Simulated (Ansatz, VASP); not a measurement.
## Two plane-wave programs on ZnSe

File INCAR:

```
SYSTEM = ZnSe
  ALGO = Normal
  EDIFF = 1E-6
  ENCUT = 520
  ISIF = 2
  ISMEAR = 0
  LASPH = .TRUE.
  LCHARG = .TRUE.
  LELF = .TRUE.
  LREAL = .FALSE.
  LVHAR = .TRUE.
  LWAVE = .FALSE.
  NBANDS = 16
  NELM = 100
  PREC = Accurate
  SIGMA = 0.05
```

The input KPOINTS:

```
k-points
0
G
  10 10 10
  0 0 0
```

File POSCAR:

```
ZnSe
1.0
    0.0000000000      2.6675118849      2.6675118849
    2.6675118849      0.0000000000      2.6675118849
    2.6675118849      2.6675118849      0.0000000000
Zn Se
1 1
Direct
    0.0000000000      0.0000000000      0.0000000000
    0.7500000000      0.7500000000      0.7500000000
```

Input for Ansatz:

```yaml
crystal:
  lattice:
    - [0.0, 2.6675118849, 2.6675118849]
    - [2.6675118849, 0.0, 2.6675118849]
    - [2.6675118849, 2.6675118849, 0.0]
  atoms:
    - { symbol: Zn, position: [0.0, 0.0, 0.0] }
    - { symbol: Se, position: [0.75, 0.75, 0.75] }
basis:
  ecutwfc: 520.0
kpoints:
  mp_grid: { grid: [10, 10, 10] }
hamiltonian:
  xc: lda
  pseudopotentials: { kind: paw, azcp: { folder: soft_1 } }
scf:
  occupations: { method: gaussian, width: 0.05 }
output:
  forces: true
  stress: true
  eigenvalues: true
```

Alike in both runs: task single point; functional LDA; k mesh 10 × 10 × 10; occupations gaussian, width 0.05 eV; no spin polarisation.

|  | VASP | Ansatz |
| --- | --- | --- |
| version | VASP 6.6.1 | Ansatz 0.2.0 |
| potentials or method | VASP PAW LDA potentials, release 64 (Zn, Se), cutoff 520 eV | scalar-relativistic, plane waves, PAW |
| valence electrons in the cell | 18 | 28 |

```csv
,VASP,Ansatz,Ansatz less VASP
gap on the k mesh at the Fermi level (eV),1.86,1.80,-0.055
least direct gap on the mesh (eV),1.86,1.80,-0.055
pressure (GPa),12.9,12.3,-0.64
```

Ansatz warns that its potentials were made for another functional, while VASP's fit it. LDA's correlation is that of Perdew and Zunger in VASP and of Perdew and Wang (1992) in Ansatz. VASP's potentials hold 18 valence electrons a cell and Ansatz's 28, so a difference there can come from the potentials and not from the codes.
